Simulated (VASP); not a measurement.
A run of VASP 6.6.1:

INCAR

```
SYSTEM = AlAu2
PREC = Accurate
ENCUT = 520
EDIFF = 1E-6
ISMEAR = 0
SIGMA = 0.15
LREAL = .FALSE.
LASPH = .TRUE.
NELM = 100
ALGO = Fast
ISIF = 2
LWAVE = .FALSE.
LCHARG = .TRUE.
GGA = CA
LELF = .TRUE.
LVHAR = .TRUE.
NBANDS = 20
```

The input KPOINTS:

```
regular mesh
0
G
  16 16 16
  0 0 0
```

POSCAR

```
AlAu2
1.0
   -1.6688500000      1.6688500000      4.2133000000
    1.6688500000     -1.6688500000      4.2133000000
    1.6688500000      1.6688500000     -4.2133000000
Al Au
1 2
Direct
    0.0000000000      0.0000000000      0.0000000000
    0.6570428093      0.6570428093      0.0000000000
    0.3429571907      0.3429571907      0.0000000000
```

Potentials or basis: VASP PAW LDA potentials, release 64 (Al, Au).

The run is started by

```sh
$ cat potpaw_LDA.64/Al/POTCAR potpaw_LDA.64/Au/POTCAR > POTCAR
$ mpirun -np 1 vasp_std > vasp.out
```

Hardware: 1 thread of AMD EPYC 9R45 96-Core Processor (Zen 5), with other jobs on the host.

**Question.** How long does it take, and how much memory?

**Answer.** Wall time 4.3 min on 1 thread of AMD EPYC 9R45 96-Core Processor (Zen 5), with other jobs on the host, peak memory 0.38 GiB. Counts: scf iterations 13, k points 349.
